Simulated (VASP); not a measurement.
Fe:

```xyz
1
Lattice="0.0000 1.8395 1.8395 1.8395 0.0000 1.8395 1.8395 1.8395 0.0000" Properties=species:S:1:pos:R:3 pbc="T T T"
Fe    0.0000    0.0000    0.0000
```

Base run:

```yaml
Program: VASP 6.6.1
Functional: PBE
Potentials_or_basis: VASP PAW PBE potentials, release 64 (Fe)
Cutoff: 520 eV
k_mesh: 12 × 12 × 12
Occupations: fermi-dirac, width 0.1 eV
Spin: collinear spin, ferromagnetic start
Starting_moments: "[2.88] μB"
Fixed_moment: 2.88 μB
```

Its results: pressure 0.5 GPa; net moment 2.88 μB per cell.

After a change of settings the same cell gave: pressure -34.6 GPa; net moment 0.00 μB per cell. Which change was it?
A. fixed moment from 2.88 μB to none; moments at the start from [2.88] to [0.4]
B. fixed moment from 2.88 μB to 1.73 μB; moments at the start from [2.88] to [1.73]
C. fixed moment from 2.88 μB to 0.58 μB; moments at the start from [2.88] to [0.58]
D. fixed moment from 2.88 μB to 4.6 μB; moments at the start from [2.88] to [4.6]

A.

Caveats: the total moment is fixed, so each spin has its own Fermi level (some runs).
